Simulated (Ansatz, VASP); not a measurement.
# Two plane-wave programs on BP

```
CELL_PARAMETERS angstrom
0.00000 2.27419 2.27419
2.27419 0.00000 2.27419
2.27419 2.27419 0.00000
ATOMIC_POSITIONS crystal
B 0.00000 0.00000 0.00000
P 0.25000 0.25000 0.25000
```

Alike in both runs: functional PBE; k mesh 10 × 10 × 10; no spin polarisation.

Ansatz relaxed the structure, and its values are those at the end. VASP's run is a single point on that final structure, the one shown.

|  | VASP | Ansatz |
| --- | --- | --- |
| version | VASP 6.6.1 | Ansatz 0.2.0 |
| potentials or method | VASP PAW PBE potentials, release 64 (B, P), cutoff 500 eV | scalar-relativistic, plane waves, PAW |
| occupations | gaussian, width 0.01 eV | fixed |
| valence electrons in the cell | 8 | 8 |

VASP gave:

- gap on the k mesh at the Fermi level (eV): 1.25
- least direct gap on the mesh (eV): 3.39
- pressure (GPa): -0.2

Problem. Which values does Ansatz return?

Solution. gap on the k mesh at the Fermi level (eV): 1.25; least direct gap on the mesh (eV): 3.39; pressure (GPa): 0.0.
